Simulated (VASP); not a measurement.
# Sb in VASP: single point with PBEsol+D3(BJ)

Aim: the single point of Sb with PBEsol+D3(BJ).

All numbers are computed with VASP 6.6.1; they aren't measurements. Logs are shortened: lines on timing, memory, paths and dates and some standing lists are left out, and cuts for length are marked.

### 1 The cell of the first run

The cell holds a slab with vacuum, 6 atoms: a = 6.784 Å, b = 6.784 Å, c = 23.190 Å, α = 90.00°, β = 90.00°, γ = 120.00°.

### 2 Single point, PBEsol+D3(BJ)

Contents of INCAR:

```
SYSTEM = Sb
PREC = Accurate
ENCUT = 400
EDIFF = 1E-6
ISMEAR = 0
SIGMA = 0.04
LREAL = .FALSE.
LASPH = .TRUE.
NELM = 120
ALGO = Normal
ISIF = 2
LWAVE = .FALSE.
LCHARG = .FALSE.
LDIPOL = .TRUE.
IDIPOL = 3
DIPOL = 0.5 0.5 0.634
GGA = PS
IVDW = 12
NBANDS = 24
GGA_COMPAT = .FALSE.
NELMDL = -8
```

Contents of KPOINTS:

```
regular mesh
0
G
  6 6 1
  0 0 0
```

Contents of POSCAR:

```
Sb
1.0
    6.7843801803      0.0000000000      0.0000000000
   -3.3921900901      5.8754455851      0.0000000000
    0.0000000000      0.0000000000     23.1900000000
Sb
6
Direct
    0.6666670000      0.6666670000      0.5970472831
    0.3593105566      1.0013883075      0.5964710019
    1.0237461775      0.3332306872      0.5968895169
    0.3506385566      0.3253335921      0.6719147998
    1.0107103503      0.6684168111      0.6668129959
    0.6913908438      1.0082114256      0.6720993760
```

Potentials or basis: VASP PAW PBE potentials, release 64 (Sb).

Started as:

```
$ cat potpaw_PBE.64/Sb/POTCAR > POTCAR
$ mpirun -np 1 vasp_std > vasp.out
```

OUTCAR:

```text
SYSTEM = Sb
   PREC = Accurate
   ENCUT = 400
   EDIFF = 1E-6
   ISMEAR = 0
   LREAL = .FALSE.
   LASPH = .TRUE.
   NELM = 120
   ISIF = 2
   GGA = PS
   IVDW = 12
   NELMDL = -8
 IVDW          = 12

 ion  position               nearest neighbor table
   1  0.667  0.667  0.597-   4 2.83   6 2.84   5 2.84   2 3.77   3 3.78
   2  0.359  0.001  0.596-   5 2.83   4 2.83   6 2.84   1 3.77
   3  0.024  0.333  0.597-   5 2.83   6 2.83   4 2.84   1 3.78
   4  0.351  0.325  0.672-   1 2.83   2 2.83   3 2.84
   5  0.011  0.668  0.667-   3 2.83   2 2.83   1 2.84
   6  0.691  0.008  0.672-   3 2.83   1 2.84   2 2.84

  LATTYP: Found a hexagonal cell.
 ALAT       =     6.7843801803
 C/A-ratio  =     3.4181457088

  Lattice vectors:

 A1 = (   6.7843801803,   0.0000000000,   0.0000000000)
 A2 = (  -3.3921900901,   5.8754455851,   0.0000000000)
 A3 = (   0.0000000000,   0.0000000000,  23.1900000000)

Analysis of symmetry for initial positions (statically):
=====================================================================
 Subroutine PRICEL returns:
 Original cell was already a primitive cell.

 Routine SETGRP: Setting up the symmetry group for a
 hexagonal supercell.

 Subroutine GETGRP returns: Found  1 space group operations
 (whereof  1 operations were pure point group operations)
 out of a pool of 24 trial point group operations.

The static configuration has the point symmetry C_1 .

Analysis of symmetry for dynamics (positions and initial velocities):
=====================================================================
 Subroutine PRICEL returns:
 Original cell was already a primitive cell.

 Routine SETGRP: Setting up the symmetry group for a
 hexagonal supercell.

 Subroutine GETGRP returns: Found  1 space group operations
 (whereof  1 operations were pure point group operations)
 out of a pool of 24 trial point group operations.

The dynamic configuration has the point symmetry C_1 .

 Subroutine INISYM returns: Found  1 space group operations
 (whereof  1 operations are pure point group operations),
 and found     1 'primitive' translations

----------------------------------------------------------------------------------------

                                     Primitive cell

  volume of cell :     924.3825

  direct lattice vectors                    reciprocal lattice vectors
     6.784380180  0.000000000  0.000000000     0.147397400  0.085099929  0.000000000
    -3.392190090  5.875445585  0.000000000     0.000000000  0.170199857  0.000000000
     0.000000000  0.000000000 23.190000000     0.000000000  0.000000000  0.043122035

  length of vectors
     6.784380180  6.784380180 23.190000000     0.170199857  0.170199857  0.043122035

  position of ions in fractional coordinates (direct lattice)
     0.666667000  0.666667000  0.597047283
     0.359310557  0.001388308  0.596471002
     0.023746178  0.333230687  0.596889517
     0.350638557  0.325333592  0.671914800
     0.010710350  0.668416811  0.666812996
     0.691390844  0.008211426  0.672099376

  ion indices of the primitive-cell ions
   primitive index   ion index
                 1           1
                 2           2
                 3           3
                 4           4
                 5           5
                 6           6

----------------------------------------------------------------------------------------

 KPOINTS: regular mesh

Automatic generation of k-mesh.
 Grid dimensions read from file:
 generate k-points for:    6    6    1

 Generating k-lattice:

  Cartesian coordinates                     Fractional coordinates (reciprocal lattice)
     0.024566233  0.014183321  0.000000000     0.166666667  0.000000000  0.000000000
     0.000000000  0.028366643  0.000000000     0.000000000  0.166666667  0.000000000
     0.000000000  0.000000000  0.043122035     0.000000000  0.000000000  1.000000000

  Length of vectors
     0.028366643  0.028366643  0.043122035

  Shift w.r.t. Gamma in fractional coordinates (k-lattice)
     0.000000000  0.000000000  0.000000000

 Subroutine IBZKPT returns following result:
 ===========================================

 Found     20 irreducible k-points:

 Following reciprocal coordinates:
            Coordinates               Weight
  0.000000  0.000000  0.000000      1.000000
  0.166667  0.000000  0.000000      2.000000
  0.000000  0.166667  0.000000      2.000000
 -0.166667  0.166667  0.000000      2.000000
  0.333333  0.000000  0.000000      2.000000
  0.000000  0.333333  0.000000      2.000000
[... 12 lines left out ...]
  0.500000 -0.166667  0.000000      2.000000
  0.333333  0.333333  0.000000      2.000000
   k-points           NKPTS =     20   k-points in BZ     NKDIM =     20   number of bands    NBANDS=     24
   number of dos      NEDOS =    301   number of ions     NIONS =      6
   total plane-waves  NPLWV = 368640
   dimension x,y,z NGX =    48 NGY =   48 NGZ =  160
   dimension x,y,z NGXF=    96 NGYF=   96 NGZF=  320
   ions per type =               6
   NGX,Y,Z   is equivalent  to a cutoff of  11.76, 11.76, 11.47 a.u.
   NGXF,Y,Z  is equivalent  to a cutoff of  23.52, 23.52, 22.94 a.u.
 SYSTEM =  Sb
   PREC   = accura    normal or accurate (medium, high low for compatibility)
   ISTART =      0    job   : 0-new  1-cont  2-samecut
   ICHARG =      2    charge: 1-file 2-atom 10-const
   ISPIN  =      1    spin polarized calculation?
   LNONCOLLINEAR =      F non collinear calculations
   LSORBIT =      F    spin-orbit coupling
   LASPH  =      T    aspherical Exc in radial PAW
   ENCUT  =  400.0 eV  29.40 Ry    5.42 a.u.  11.06 11.06 37.82*2*pi/ulx,y,z
   NELM   =    120;   NELMIN=  2; NELMDL= -8     # of ELM steps
   EDIFF  = 0.1E-05   stopping-criterion for ELM
   LREAL  =      F    real-space projection
   EDIFFG = 0.1E-04   stopping-criterion for IOM
   NSW    =      0    number of steps for IOM
   IBRION =     -1    ionic relax: 0-MD 1-quasi-New 2-CG
   NFREE  =      0    steps in history (QN), initial steepest desc. (CG)
   ISIF   =      2    stress and relaxation
   ISYM   =      2    0-nonsym 1-usesym 2-fastsym
   POTIM  = 0.5000    time-step for ionic-motion
   TEBEG  =    0.0;   TEEND  =   0.0 temperature during run
   PSTRESS=    0.0 pullay stress
   NELECT =      30.0000    total number of electrons
   NUPDOWN=      -1.0000    fix difference up-down
   EMIN   =  10.00;   EMAX   =-10.00  energy-range for DOS
   EFERMI =   0.00;   METHOD = LEGACY
   ISMEAR =     0;   SIGMA  =   0.04  broadening in eV -4-tet -1-fermi 0-gaus
   EFERMI_NEDOS =   21; number of points for ismear=-14 and -15
   IALGO  =     38    algorithm
   IMIX   =      4    mixing-type and parameters
     AMIX     =   0.40;   BMIX     =  1.00
     AMIX_MAG =   1.60;   BMIX_MAG =  1.00
  volume/ion in A,a.u.               =     154.06      1039.67
  Fermi-wavevector in a.u.,A,eV,Ry     =   0.522193  0.986802  3.710117  0.272686
  Thomas-Fermi vector in A             =   1.540883
   LORBIT       =      0    0 simple, 1 ext, 2 COOP (PROOUT), +10 PAW based schemes
   GGA     = PS    functional components
   LHFCALC =     F    Hartree Fock is set to
   AEXX    =    0.0000 exact exchange contribution
   IVDW    =    12    specifies the selected vdW correction
   LEPSILON=     F    determine dielectric tensor
   LRPA    =     F    only Hartree local field effects (RPA)
 non-spin polarized calculation
 Gauss-broadening in eV      SIGMA  =   0.04
  energy-cutoff  :      400.00
  volume of cell :      924.38
 maximum number of plane-waves:     16833
 NGX is ok and might be reduce to    48
   NGX = 23   NGY = 23   NGZ = 75

 dipolmoment           0.000000      0.000000     -0.000002 electrons x Angstroem

 number of electron      29.9999997 magnetization

 dipolmoment           0.000000      0.000000      0.000190 electrons x Angstroem

 Free energy of the ion-electron system (eV)
  ---------------------------------------------------
  ext. energy  EPLUGINS =         0.00000000
  ---------------------------------------------------
  free energy    TOTEN  =       -26.06767283 eV

  energy without entropy =      -26.06767283  energy(sigma->0) =      -26.06767283

 E-fermi :  -1.8206     XC(G=0):  -2.4432

 val. band max:       -2.0415538704   @ k =   0.0000   0.0000   0.0000
 cond. band min:      -1.4776037608   @ k =   0.0000   0.0000   0.0000
 fundamental gap:      0.5639501095
 Fermi energy:        -1.8205990500

 k-point     1 :       0.0000    0.0000    0.0000
  band No.  band energies     occupation
      1     -14.3882      2.00000
      2     -11.1318      2.00000
      3     -11.1112      2.00000
      4     -11.1058      2.00000
      5     -11.0879      2.00000
      6      -9.2411      2.00000
[... 16 lines left out ...]
     23       0.9964      0.00000
     24       1.1055      0.00000

 k-point     2 :       0.1667    0.0000    0.0000
  band No.  band energies     occupation
      1     -14.2748      2.00000
      2     -11.8602      2.00000
      3     -11.6538      2.00000
      4     -10.6439      2.00000
      5     -10.4027      2.00000
      6      -9.1922      2.00000
[... 16 lines left out ...]
     23       1.0345      0.00000
     24       1.4311      0.00000

 k-point     3 :       0.0000    0.1667    0.0000
  band No.  band energies     occupation
      1     -14.2747      2.00000
      2     -11.8552      2.00000
      3     -11.6644      2.00000
      4     -10.6244      2.00000
      5     -10.4141      2.00000
      6      -9.1957      2.00000
[... 16 lines left out ...]
     23       1.0792      0.00000
     24       1.4203      0.00000

 k-point     4 :      -0.1667    0.1667    0.0000
  band No.  band energies     occupation
      1     -14.2749      2.00000
      2     -11.8634      2.00000
      3     -11.6485      2.00000
      4     -10.6504      2.00000
      5     -10.3986      2.00000
      6      -9.1920      2.00000
[... 16 lines left out ...]
     23       1.0356      0.00000
     24       1.4340      0.00000

 k-point     5 :       0.3333    0.0000    0.0000
  band No.  band energies     occupation
      1     -13.9388      2.00000
      2     -12.6738      2.00000
      3     -11.9954      2.00000
      4     -10.4783      2.00000
      5      -9.6770      2.00000
      6      -9.1059      2.00000
[... 16 lines left out ...]
     23       1.4419      0.00000
     24       1.6712      0.00000

 k-point     6 :       0.0000    0.3333    0.0000
  band No.  band energies     occupation
      1     -13.9382      2.00000
      2     -12.6718      2.00000
      3     -12.0058      2.00000
      4     -10.4529      2.00000
      5      -9.6887      2.00000
      6      -9.1153      2.00000
[... 16 lines left out ...]
     23       1.4560      0.00000
     24       1.6674      0.00000
[... 271 lines left out ...]
 k-point    17 :      -0.3333    0.5000    0.0000
  band No.  band energies     occupation
      1     -13.6105      2.00000
      2     -12.9828      2.00000
      3     -12.4405      2.00000
      4     -10.0688      2.00000
      5      -9.4721      2.00000
      6      -9.1391      2.00000
[... 16 lines left out ...]
     23       1.1632      0.00000
     24       1.2765      0.00000

 k-point    18 :       0.1667    0.3333    0.0000
  band No.  band energies     occupation
      1     -13.6098      2.00000
      2     -12.9791      2.00000
      3     -12.4495      2.00000
      4     -10.0405      2.00000
      5      -9.4928      2.00000
      6      -9.1446      2.00000
[... 16 lines left out ...]
     23       1.1550      0.00000
     24       1.2870      0.00000

 k-point    19 :       0.5000   -0.1667    0.0000
  band No.  band energies     occupation
      1     -13.6116      2.00000
      2     -12.9787      2.00000
      3     -12.4445      2.00000
      4     -10.0619      2.00000
      5      -9.4919      2.00000
      6      -9.1239      2.00000
[... 16 lines left out ...]
     23       1.1516      0.00000
     24       1.2988      0.00000

 k-point    20 :       0.3333    0.3333    0.0000
  band No.  band energies     occupation
      1     -13.1171      2.00000
      2     -13.1079      2.00000
      3     -13.0350      2.00000
      4      -9.4702      2.00000
      5      -9.4626      2.00000
      6      -9.3995      2.00000
[... 16 lines left out ...]
     23       1.3307      0.00000
     24       1.3578      0.00000

------------------------ aborting loop because EDIFF is reached ----------------------------------------

 vacuum level on the upper side and lower side of the slab       (xc-potential included)        -0.007        -0.008

 Edisp (eV)   -1.26137

 E8    (eV) :    -0.8954

  FORCE on cell =-STRESS in cart. coord.  units (eV):
  Direction    XX          YY          ZZ          XY          YZ          ZX
  --------------------------------------------------------------------------------------
  -------------------------------------------------------------------------------------
  Total       2.00542     2.10822    -0.71205     0.01438    -0.04268    -0.16137
  in kB       3.47588     3.65406    -1.23415     0.02492    -0.07397    -0.27969
  external pressure =        1.97 kB  Pullay stress =        0.00 kB

 VOLUME and BASIS-vectors are now :
 -----------------------------------------------------------------------------
  energy-cutoff  :      400.00
  volume of cell :      924.38
      direct lattice vectors                 reciprocal lattice vectors
     6.784380180  0.000000000  0.000000000     0.147397400  0.085099929  0.000000000
    -3.392190090  5.875445585  0.000000000     0.000000000  0.170199857  0.000000000
     0.000000000  0.000000000 23.190000000     0.000000000  0.000000000  0.043122035

 POSITION                                       TOTAL-FORCE (eV/Angst)
 -----------------------------------------------------------------------------------
      2.26146      3.91697     13.84553         0.171236      0.026939      0.126394
      2.43299      0.00816     13.83216        -0.057964      0.079930      0.138017
     -0.96928      1.95788     13.84187        -0.025751     -0.082566      0.136016
      1.27527      1.91148     15.58170        -0.093955      0.089645     -0.163054
     -2.19473      3.92725     15.46339         0.084940     -0.006694     -0.069009
      4.66280      0.04825     15.58598        -0.078506     -0.107255     -0.168364
 -----------------------------------------------------------------------------------
    total drift:                                0.000064      0.000067      0.000107

  FREE ENERGIE OF THE ION-ELECTRON SYSTEM (eV)
  ---------------------------------------------------
  free  energy   TOTEN  =       -27.3290466816 eV

  energy  without entropy=      -27.3290466816  energy(sigma->0) =      -27.32904668

 vacuum level on the upper side and lower side of the slab         2.188         2.189
```

It took 11 min on 1 thread of Oxide Virtual Turin-like, shared host; peak memory 0.75 GiB.

Results:

- Free energy: -27.3290 eV
- Largest force: 0.215 eV/Å
- Dispersion energy per atom: -0.210 eV

Forces in eV/Å, atoms in the order of the input:
```
Sb   0.171  0.027  0.126
Sb  -0.058  0.080  0.138
Sb  -0.026 -0.083  0.136
Sb  -0.094  0.090 -0.163
Sb   0.085 -0.007 -0.069
Sb  -0.079 -0.107 -0.168
```

Levels at points of the mesh, in eV from the Fermi level:
| k point | band 11 | band 12 | band 13 | band 14 | band 15 | band 16 | band 17 | band 18 | band 19 | band 20 |
| --- | --- | --- | --- | --- | --- | --- | --- | --- | --- | --- |
| (0.00, 0.00, 0.00) | -2.74 | -2.63 | -1.82 | -0.25 | -0.22 | 0.34 | 0.35 | 1.53 | 2.46 | 2.49 |
| (0.50, 0.00, 0.00) | -2.55 | -2.48 | -2.10 | -1.54 | -1.38 | 0.99 | 1.37 | 1.42 | 1.46 | 2.14 |
| (0.00, 0.50, 0.00) | -2.51 | -2.48 | -2.11 | -1.54 | -1.39 | 0.99 | 1.38 | 1.43 | 1.48 | 2.15 |
| (0.50, 0.50, 0.00) | -2.56 | -2.49 | -2.10 | -1.53 | -1.39 | 0.99 | 1.38 | 1.42 | 1.46 | 2.15 |

Caveat: the PAW data sets were made with another functional, which shifts forces and pressure a little; spin-orbit coupling is left out, which moves the levels of the heavy elements.
